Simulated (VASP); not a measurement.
# MgO (P6_3/mmc) in VASP: notebook

MgO is run at these levels: PBE; tasks: single point, relaxation of cell and atoms.

Program: VASP 6.6.1. These are calculated values, not measurements. Logs are shortened: lines on timing, memory, paths and dates and some standing lists are left out, and cuts for length are marked.

**1. The cell of the first run**

Symmetry: P6_3/mmc, No. 194, hexagonal system. Conventional cell: a = 2.992 Å, b = 2.992 Å, c = 15.060 Å, α = 90.00°, β = 90.00°, γ = 120.00°. Within 3.1 Å of Mg (site symmetry -6m2) lie 6 O at 2.17 Å and 12 Mg at 2.99 to 3.07 Å. Within 2.8 Å of Mg (site symmetry 3m) lie 6 O at 2.12 Å. Within 2.8 Å of O (site symmetry 3m) lie 6 Mg at 2.12 to 2.17 Å and 1 O at 2.62 Å. Within 2.8 Å of O (site symmetry -3m) lie 6 Mg at 2.12 Å.

**2. Single point, PBE**

Input file INCAR:

```
PREC = Accurate
ENCUT = 520
EDIFF = 1E-7
ISMEAR = 0
SIGMA = 0.02
LREAL = F
LASPH = T
NELM = 60
ALGO = Normal
ISIF = 2
LWAVE = F
LCHARG = F
GGA = PE
NBANDS = 36
```

Input file KPOINTS:

```
Automatic mesh
0
Gamma
  9 9 2
```

Input file POSCAR:

```
MgO
1.0
    2.9920067329      0.0000000000      0.0000000000
   -1.4960033665      2.5911538390      0.0000000000
    0.0000000000      0.0000000000     15.0601791947
Mg O
6 6
Direct
    0.0000000000      0.0000000000      0.0000000000
    0.3333333333      0.6666666667      0.1683413771
    0.6666666667      0.3333333333      0.3316586229
    0.0000000000      0.0000000000      0.5000000000
    0.6666666667      0.3333333333      0.6683413771
    0.3333333333      0.6666666667      0.8316586229
    0.6666666667      0.3333333333      0.0869033914
    0.0000000000      0.0000000000      0.2500000000
    0.3333333333      0.6666666667      0.4130966086
    0.3333333333      0.6666666667      0.5869033914
    0.0000000000      0.0000000000      0.7500000000
    0.6666666667      0.3333333333      0.9130966086
```

Potentials or basis: VASP PAW PBE potentials, release 64 (Mg, O).

On the command line:

```console
> cat potpaw_PBE.64/Mg/POTCAR potpaw_PBE.64/O/POTCAR > POTCAR
> mpirun -np 1 vasp_std > vasp.out
```

OUTCAR:

```text
PREC = Accurate
   ENCUT = 520
   EDIFF = 1E-7
   ISMEAR = 0
   LREAL = F
   LASPH = T
   NELM = 60
   ISIF = 2
   GGA = PE

 ion  position               nearest neighbor table
   1  0.000  0.000  0.000-   7 2.17  12 2.17   7 2.17  12 2.17   7 2.17  12 2.17   2 3.07   6 3.07
                             2 3.07   6 3.07   2 3.07   6 3.07
   2  0.333  0.667  0.168-   7 2.12   7 2.12   7 2.12   8 2.12   8 2.12   8 2.12   3 3.01   3 3.01
                             3 3.01   1 3.07   1 3.07   1 3.07
   3  0.667  0.333  0.332-   9 2.12   9 2.12   9 2.12   8 2.12   8 2.12   8 2.12   2 3.01   2 3.01
                             2 3.01   4 3.07   4 3.07   4 3.07
   4  0.000  0.000  0.500-   9 2.17  10 2.17   9 2.17  10 2.17   9 2.17  10 2.17   3 3.07   5 3.07
                             3 3.07   5 3.07   3 3.07   5 3.07
   5  0.667  0.333  0.668-  10 2.12  10 2.12  10 2.12  11 2.12  11 2.12  11 2.12   6 3.01   6 3.01
                             6 3.01   4 3.07   4 3.07   4 3.07
   6  0.333  0.667  0.832-  12 2.12  12 2.12  12 2.12  11 2.12  11 2.12  11 2.12   5 3.01   5 3.01
                             5 3.01   1 3.07   1 3.07   1 3.07
   7  0.667  0.333  0.087-   2 2.12   2 2.12   2 2.12   1 2.17   1 2.17   1 2.17
   8  0.000  0.000  0.250-   2 2.12   3 2.12   3 2.12   2 2.12   3 2.12   2 2.12
   9  0.333  0.667  0.413-   3 2.12   3 2.12   3 2.12   4 2.17   4 2.17   4 2.17
  10  0.333  0.667  0.587-   5 2.12   5 2.12   5 2.12   4 2.17   4 2.17   4 2.17
  11  0.000  0.000  0.750-   5 2.12   6 2.12   5 2.12   6 2.12   5 2.12   6 2.12
  12  0.667  0.333  0.913-   6 2.12   6 2.12   6 2.12   1 2.17   1 2.17   1 2.17

  LATTYP: Found a hexagonal cell.
 ALAT       =     2.9920067329
 C/A-ratio  =     5.0334710243

  Lattice vectors:

 A1 = (   2.9920067329,   0.0000000000,   0.0000000000)
 A2 = (  -1.4960033665,   2.5911538390,   0.0000000000)
 A3 = (   0.0000000000,   0.0000000000,  15.0601791947)

Analysis of symmetry for initial positions (statically):
=====================================================================
 Subroutine PRICEL returns:
 Original cell was already a primitive cell.

 Routine SETGRP: Setting up the symmetry group for a
 hexagonal supercell.

 Subroutine GETGRP returns: Found 24 space group operations
 (whereof 12 operations were pure point group operations)
 out of a pool of 24 trial point group operations.

The static configuration has the point symmetry D_3h.
 The point group associated with its full space group is D_6h.

Analysis of symmetry for dynamics (positions and initial velocities):
=====================================================================
 Subroutine PRICEL returns:
 Original cell was already a primitive cell.

 Routine SETGRP: Setting up the symmetry group for a
 hexagonal supercell.

 Subroutine GETGRP returns: Found 24 space group operations
 (whereof 12 operations were pure point group operations)
 out of a pool of 24 trial point group operations.

The dynamic configuration has the point symmetry D_3h.
 The point group associated with its full space group is D_6h.

 Subroutine INISYM returns: Found 24 space group operations
 (whereof 12 operations are pure point group operations),
 and found     1 'primitive' translations

----------------------------------------------------------------------------------------

                                     Primitive cell

  volume of cell :     116.7578

  direct lattice vectors                    reciprocal lattice vectors
     2.992006733  0.000000000  0.000000000     0.334223847  0.192964228  0.000000000
    -1.496003367  2.591153839  0.000000000     0.000000000  0.385928456  0.000000000
     0.000000000  0.000000000 15.060179195     0.000000000  0.000000000  0.066400272

  length of vectors
     2.992006733  2.992006733 15.060179195     0.385928456  0.385928456  0.066400272

  position of ions in fractional coordinates (direct lattice)
     0.000000000  0.000000000  0.000000000
     0.333333333  0.666666667  0.168341377
     0.666666667  0.333333333  0.331658623
     0.000000000  0.000000000  0.500000000
     0.666666667  0.333333333  0.668341377
     0.333333333  0.666666667  0.831658623
     0.666666667  0.333333333  0.086903391
[... 26 lines left out ...]
 Grid dimensions read from file:
 generate k-points for:    9    9    2

 Generating k-lattice:

  Cartesian coordinates                     Fractional coordinates (reciprocal lattice)
     0.037135983  0.021440470  0.000000000     0.111111111  0.000000000  0.000000000
     0.000000000  0.042880940  0.000000000     0.000000000  0.111111111  0.000000000
     0.000000000  0.000000000  0.033200136     0.000000000  0.000000000  0.500000000

  Length of vectors
     0.042880940  0.042880940  0.033200136

  Shift w.r.t. Gamma in fractional coordinates (k-lattice)
     0.000000000  0.000000000  0.000000000

 Subroutine IBZKPT returns following result:
 ===========================================

 Found     24 irreducible k-points:

 Following reciprocal coordinates:
            Coordinates               Weight
  0.000000  0.000000  0.000000      1.000000
  0.111111  0.000000  0.000000      6.000000
  0.222222  0.000000  0.000000      6.000000
  0.333333  0.000000  0.000000      6.000000
  0.444444  0.000000  0.000000      6.000000
  0.111111  0.111111  0.000000      6.000000
[... 16 lines left out ...]
  0.333333  0.222222  0.500000     12.000000
  0.333333  0.333333  0.500000      2.000000
   k-points           NKPTS =     24   k-points in BZ     NKDIM =     24   number of bands    NBANDS=     36
   number of dos      NEDOS =    301   number of ions     NIONS =     12
   total plane-waves  NPLWV =  64512
   dimension x,y,z NGX =    24 NGY =   24 NGZ =  112
   dimension x,y,z NGXF=    48 NGYF=   48 NGZF=  224
   ions per type =               6   6
   NGX,Y,Z   is equivalent  to a cutoff of  13.34, 13.34, 12.36 a.u.
   NGXF,Y,Z  is equivalent  to a cutoff of  26.67, 26.67, 24.73 a.u.
 SYSTEM =  unknown system
   PREC   = accura    normal or accurate (medium, high low for compatibility)
   ISTART =      0    job   : 0-new  1-cont  2-samecut
   ICHARG =      2    charge: 1-file 2-atom 10-const
   ISPIN  =      1    spin polarized calculation?
   LNONCOLLINEAR =      F non collinear calculations
   LSORBIT =      F    spin-orbit coupling
   LASPH  =      T    aspherical Exc in radial PAW
   ENCUT  =  520.0 eV  38.22 Ry    6.18 a.u.   5.56  5.56 28.00*2*pi/ulx,y,z
   NELM   =     60;   NELMIN=  2; NELMDL= -5     # of ELM steps
   EDIFF  = 0.1E-06   stopping-criterion for ELM
   LREAL  =      F    real-space projection
   EDIFFG = 0.1E-05   stopping-criterion for IOM
   NSW    =      0    number of steps for IOM
   IBRION =     -1    ionic relax: 0-MD 1-quasi-New 2-CG
   NFREE  =      0    steps in history (QN), initial steepest desc. (CG)
   ISIF   =      2    stress and relaxation
   ISYM   =      2    0-nonsym 1-usesym 2-fastsym
   POTIM  = 0.5000    time-step for ionic-motion
   TEBEG  =    0.0;   TEEND  =   0.0 temperature during run
   PSTRESS=    0.0 pullay stress
   NELECT =      48.0000    total number of electrons
   NUPDOWN=      -1.0000    fix difference up-down
   EMIN   =  10.00;   EMAX   =-10.00  energy-range for DOS
   EFERMI =   0.00;   METHOD = LEGACY
   ISMEAR =     0;   SIGMA  =   0.02  broadening in eV -4-tet -1-fermi 0-gaus
   EFERMI_NEDOS =   21; number of points for ismear=-14 and -15
   IALGO  =     38    algorithm
   IMIX   =      4    mixing-type and parameters
     AMIX     =   0.40;   BMIX     =  1.00
     AMIX_MAG =   1.60;   BMIX_MAG =  1.00
  volume/ion in A,a.u.               =       9.73        65.66
  Fermi-wavevector in a.u.,A,eV,Ry     =   1.217288  2.300340 20.160972  1.481790
  Thomas-Fermi vector in A             =   2.352613
   LORBIT       =      0    0 simple, 1 ext, 2 COOP (PROOUT), +10 PAW based schemes
   GGA     = PE    functional components
   LHFCALC =     F    Hartree Fock is set to
   AEXX    =    0.0000 exact exchange contribution
   IVDW    =     0    specifies the selected vdW correction
   LEPSILON=     F    determine dielectric tensor
   LRPA    =     F    only Hartree local field effects (RPA)
 non-spin polarized calculation
 Gauss-broadening in eV      SIGMA  =   0.02
  energy-cutoff  :      520.00
  volume of cell :      116.76
 maximum number of plane-waves:      3189
 NGX is ok and might be reduce to    24

 number of electron      48.0000024 magnetization

 Free energy of the ion-electron system (eV)
  ---------------------------------------------------
  ext. energy  EPLUGINS =         0.00000000
  ---------------------------------------------------
  free energy    TOTEN  =       -70.51124977 eV

  energy without entropy =      -70.51124977  energy(sigma->0) =      -70.51124977

 E-fermi :   3.2293     XC(G=0): -10.8835

 val. band max:        3.0805817466   @ k =   0.1111   0.0000   0.0000
 cond. band min:       6.9064968771   @ k =   0.0000   0.0000   0.0000
 fundamental gap:      3.8259151306
 Fermi energy:         3.2293119665

 k-point     1 :       0.0000    0.0000    0.0000
  band No.  band energies     occupation
      1     -14.1452      2.00000
      2     -13.8881      2.00000
      3     -13.8717      2.00000
      4     -13.3054      2.00000
      5     -13.2591      2.00000
      6     -12.9387      2.00000
[... 925 lines left out ...]
     35      15.0747      0.00000
     36      15.0749      0.00000

------------------------ aborting loop because EDIFF is reached ----------------------------------------

  FORCE on cell =-STRESS in cart. coord.  units (eV):
  Direction    XX          YY          ZZ          XY          YZ          ZX
  --------------------------------------------------------------------------------------
  -------------------------------------------------------------------------------------
  Total       -0.5097359     -0.5097359     -0.5381969      0.0000000     -0.0000000      0.0000000
  in kB       -6.9947136     -6.9947136     -7.3852610      0.0000000     -0.0000000      0.0000000
  external PRESSURE =      -7.1248960 kB  Pullay stress =       0.0000000 kB

 VOLUME and BASIS-vectors are now :
 -----------------------------------------------------------------------------
  energy-cutoff  :      520.00
  volume of cell :      116.76
      direct lattice vectors                 reciprocal lattice vectors
     2.992006733  0.000000000  0.000000000     0.334223847  0.192964228  0.000000000
    -1.496003367  2.591153839  0.000000000     0.000000000  0.385928456  0.000000000
     0.000000000  0.000000000 15.060179195     0.000000000  0.000000000  0.066400272

 POSITION                                       TOTAL-FORCE (eV/Angst)
 -----------------------------------------------------------------------------------
      0.00000      0.00000      0.00000         0.000000      0.000000      0.000000
     -0.00000      1.72744      2.53525         0.000000      0.000000      0.000546
      1.49600      0.86372      4.99484        -0.000000      0.000000     -0.000546
      0.00000      0.00000      7.53009        -0.000000      0.000000      0.000000
      1.49600      0.86372     10.06534        -0.000000      0.000000      0.000546
     -0.00000      1.72744     12.52493         0.000000      0.000000     -0.000546
      1.49600      0.86372      1.30878        -0.000000      0.000000     -0.000493
      0.00000      0.00000      3.76504        -0.000000      0.000000      0.000000
     -0.00000      1.72744      6.22131        -0.000000      0.000000      0.000493
     -0.00000      1.72744      8.83887         0.000000     -0.000000     -0.000493
      0.00000      0.00000     11.29513        -0.000000      0.000000      0.000000
      1.49600      0.86372     13.75140        -0.000000      0.000000      0.000493
 -----------------------------------------------------------------------------------
    total drift:                                0.000000     -0.000000      0.000000

  FREE ENERGIE OF THE ION-ELECTRON SYSTEM (eV)
  ---------------------------------------------------
  free  energy   TOTEN  =       -70.5112497728 eV

  energy  without entropy=      -70.5112497728  energy(sigma->0) =      -70.51124977
```

It took 45 s on 1 thread of Intel Xeon 6975P-C (Granite Rapids), shared host; peak memory 0.27 GiB.

What came out:

* Free energy: -70.5112 eV
* Pressure: -0.7 GPa
* Band gap on the k mesh: 3.83 eV (least direct gap 3.85 eV)

A k mesh can miss the band edges.

**3. Relaxation of cell and atoms, PBE**

This run uses another cell than the first one: it holds 8 atoms, not 12.

Input file INCAR:

```
ALGO = Normal
EDIFF = 1E-7
EDIFFG = -0.01
ENCUT = 600
GGA = PE
IBRION = 2
ISIF = 3
ISMEAR = 0
LASPH = T
LCHARG = F
LREAL = F
LWAVE = F
NELM = 60
NSW = 65
PREC = Accurate
SIGMA = 0.02
```

Input file KPOINTS:

```
k-points
0
Gamma
  9 9 3
```

Input file POSCAR:

```
MgO
1.0
    3.0078485001      0.0000000000      0.0000000000
   -1.5039242501      2.6048732118      0.0000000000
    0.0000000000      0.0000000000      9.8234042024
Mg O
4 4
Direct
    0.0000000000      0.0000000000      0.0000000000
    0.3333333333      0.6666666667      0.2500000000
    0.0000000000      0.0000000000      0.5000000000
    0.6666666667      0.3333333333      0.7500000000
    0.6666666667      0.3333333333      0.1250000000
    0.6666666667      0.3333333333      0.3750000000
    0.3333333333      0.6666666667      0.6250000000
    0.3333333333      0.6666666667      0.8750000000
```

Potentials or basis: VASP PAW PBE potentials, release 64 (Mg, O).

On the command line:

```console
> cat potpaw_PBE.64/Mg/POTCAR potpaw_PBE.64/O/POTCAR > POTCAR
> mpirun -np 1 vasp_std > vasp.out
```

OUTCAR:

```text
EDIFF = 1E-7
   EDIFFG = -0.01
   ENCUT = 600
   GGA = PE
   IBRION = 2
   ISIF = 3
   ISMEAR = 0
   LASPH = T
   LREAL = F
   NELM = 60
   NSW = 65
   PREC = Accurate

 ion  position               nearest neighbor table
   1  0.000  0.000  0.000-   5 2.13   8 2.13   5 2.13   8 2.13   5 2.13   8 2.13   2 3.01   4 3.01
                             2 3.01   4 3.01   4 3.01   2 3.01
   2  0.333  0.667  0.250-   5 2.13   6 2.13   5 2.13   6 2.13   5 2.13   6 2.13   1 3.01   3 3.01
                             1 3.01   3 3.01   1 3.01   3 3.01
   3  0.000  0.000  0.500-   6 2.13   7 2.13   6 2.13   7 2.13   6 2.13   7 2.13   2 3.01   4 3.01
                             2 3.01   4 3.01   4 3.01   2 3.01
   4  0.667  0.333  0.750-   7 2.13   8 2.13   7 2.13   8 2.13   7 2.13   8 2.13   1 3.01   3 3.01
                             1 3.01   3 3.01   1 3.01   3 3.01
   5  0.667  0.333  0.125-   2 2.13   2 2.13   1 2.13   1 2.13   1 2.13   2 2.13
   6  0.667  0.333  0.375-   2 2.13   2 2.13   3 2.13   3 2.13   3 2.13   2 2.13
   7  0.333  0.667  0.625-   4 2.13   4 2.13   3 2.13   3 2.13   3 2.13   4 2.13
   8  0.333  0.667  0.875-   4 2.13   4 2.13   1 2.13   1 2.13   1 2.13   4 2.13

  LATTYP: Found a hexagonal cell.
 ALAT       =     3.0078485001
 C/A-ratio  =     3.2659238662

  Lattice vectors:

 A1 = (   3.0078485001,   0.0000000000,   0.0000000000)
 A2 = (  -1.5039242501,   2.6048732118,   0.0000000000)
 A3 = (   0.0000000000,   0.0000000000,   9.8234042024)

Analysis of symmetry for initial positions (statically):
[... 178 lines left out ...]

 number of electron      31.9999997 magnetization

 Free energy of the ion-electron system (eV)
  ---------------------------------------------------
  ext. energy  EPLUGINS =         0.00000000
  ---------------------------------------------------
  free energy    TOTEN  =       -46.50449008 eV

  energy without entropy =      -46.50449008  energy(sigma->0) =      -46.50449008

------------------------ aborting loop because EDIFF is reached ----------------------------------------

  FORCE on cell =-STRESS in cart. coord.  units (eV):
  Direction    XX          YY          ZZ          XY          YZ          ZX
  --------------------------------------------------------------------------------------
  -------------------------------------------------------------------------------------
  Total       -1.6768853     -1.6768853      6.6325546      0.0000000     -0.0000000      0.0000000
  in kB      -34.9067472    -34.9067472    138.0660354      0.0000000     -0.0000000      0.0000000
  external PRESSURE =      22.7508470 kB  Pullay stress =       0.0000000 kB
[... 239 lines left out ...]
--------------------------------------- Ionic step        7  -------------------------------------------

 number of electron      32.0000006 magnetization

 Free energy of the ion-electron system (eV)
  ---------------------------------------------------
  ext. energy  EPLUGINS =         0.00000000
  ---------------------------------------------------
  free energy    TOTEN  =       -46.70272969 eV

  energy without entropy =      -46.70272969  energy(sigma->0) =      -46.70272969

 E-fermi :   3.3008     XC(G=0): -10.8869

 val. band max:        3.1984158741   @ k =   0.1111  -0.0000   0.0000
 cond. band min:       6.8705358657   @ k =   0.0000   0.0000   0.0000
 fundamental gap:      3.6721199915
 Fermi energy:         3.3008068133

 k-point     1 :       0.0000    0.0000    0.0000
  band No.  band energies     occupation
      1     -14.1301      2.00000
      2     -13.5867      2.00000
      3     -13.5645      2.00000
      4     -12.9141      2.00000
      5      -1.7226      2.00000
      6       0.1108      2.00000
[... 600 lines left out ...]
  FREE ENERGIE OF THE ION-ELECTRON SYSTEM (eV)
  ---------------------------------------------------
  free  energy   TOTEN  =       -46.7027296870 eV

  energy  without entropy=      -46.7027296870  energy(sigma->0) =      -46.70272969

 reached required accuracy - stopping structural energy minimisation
```

Run time: 79 s. Hardware: 1 thread of Intel Xeon 6975P-C (Granite Rapids), shared host; peak memory 0.23 GiB.

Results:

| Property | Result |
| --- | --- |
| Free energy | -46.7027 eV |
| Relaxed volume | 9.72 Å³/atom |
| Relaxed cell | a = 2.978 Å, b = 2.978 Å, c = 10.124 Å, α = 90.00°, β = 90.00°, γ = 120.00° |
| Space group after relaxing (to 0.1 Å) | P6_3/mmc (No. 194) |
| Energy gained by relaxing | 24.8 meV/atom |
| Ionic steps | 7 |
| Pressure after relaxing | 0.0 GPa |
| Largest force after relaxing | 0.003 eV/Å |
| Band gap on the k mesh | 3.67 eV (least direct gap 3.73 eV) |

Forces on the atoms (eV/Å):
```
Mg   0.000  0.000  0.000
Mg   0.000  0.000  0.000
Mg   0.000  0.000  0.000
Mg   0.000  0.000  0.000
O    0.000  0.000  0.003
O    0.000  0.000 -0.003
O    0.000  0.000  0.003
O    0.000  0.000 -0.003
```

The path:
```csv
step,energy change (eV),largest force (eV/Å),pressure (GPa),volume (Å³)
1,0.0000,1.0699,2.28,76.97
2,-0.1816,0.2887,-1.29,78.43
3,-0.1973,0.0192,-0.66,78.11
4,-0.1972,0.0002,-0.61,78.09
5,-0.1982,0.0019,0.15,77.68
6,-0.1982,0.0017,0.07,77.72
7,-0.1982,0.0034,-0.01,77.75
```

Final structure:
```cif
data_structure
_symmetry_space_group_name_H-M 'P 1'
_symmetry_Int_Tables_number 1
_cell_length_a 2.9779
_cell_length_b 2.9779
_cell_length_c 10.1244
_cell_angle_alpha 90.000
_cell_angle_beta 90.000
_cell_angle_gamma 120.000
_cell_volume 77.75
loop_
_atom_site_label
_atom_site_type_symbol
_atom_site_fract_x
_atom_site_fract_y
_atom_site_fract_z
_atom_site_occupancy
Mg1 Mg 0.00000 0.00000 0.00000 1
Mg2 Mg 0.33333 0.66667 0.25000 1
Mg3 Mg 0.00000 0.00000 0.50000 1
Mg4 Mg 0.66667 0.33333 0.75000 1
O1 O 0.66667 0.33333 0.12100 1
O2 O 0.66667 0.33333 0.37900 1
O3 O 0.33333 0.66667 0.62100 1
O4 O 0.33333 0.66667 0.87900 1
```
